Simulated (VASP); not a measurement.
Runs of VASP 6.6.1 on MgSe. The structure is that of space group Fm-3m (No. 225), or close to it. The cells are those of the table. 

```tsv
level	cell	k mesh	cutoff (eV)	gap on the mesh (eV)	pressure (GPa)
r2SCAN	a = 3.946 Å, angles 60.0°, 2 atoms	6 × 6 × 6	660	2.33	(b)
PBE	a = 3.870 Å, angles 60.0°, 2 atoms	8 × 8 × 8	600	1.78	1.1
r2SCAN	a = 3.791 Å, angles 60.0°, 2 atoms	6 × 6 × 6	660	2.55	4.3
PBE	a = 3.816 Å, angles 60.0°, 2 atoms	6 × 6 × 6	600	1.85	4.2
PBE	a = 3.934 Å, angles 60.0°, 2 atoms	6 × 6 × 6	600	1.69	-1.8
r2SCAN	a = 3.870 Å, angles 60.0°, 2 atoms	6 × 6 × 6	660	2.44	-0.3
r2SCAN	a = 3.831 Å, angles 60.0°, 2 atoms	6 × 6 × 6	660	2.49	1.9
PBE	a = 3.895 Å, angles 60.0°, 2 atoms	6 × 6 × 6	600	1.75	-0.1
PBE	a = 3.971 Å, angles 60.0°, 2 atoms	6 × 6 × 6	600	1.64	(a)
r2SCAN	a = 3.908 Å, angles 60.0°, 2 atoms	6 × 6 × 6	660	2.39	-2.1
PBE	a = 3.856 Å, angles 60.0°, 2 atoms	6 × 6 × 6	600	1.80	1.9
r2SCAN	a = 3.870 Å, angles 60.0°, 2 atoms	8 × 8 × 8	660	2.44	-0.3
```

Alike in all rows: task single point; potentials or basis VASP PAW PBE potentials, release 64 (Mg, Se); no spin polarisation; smearing gaussian 0.01 eV.

**Question.** Fill in the values left out.

**Answer.** (a) -3.2; (b) -3.7.

Caveats: the PAW data sets were made with another functional, which shifts forces and pressure a little (some runs).

A k mesh can miss the band edges, and the runs leave out spin-orbit coupling on Se.
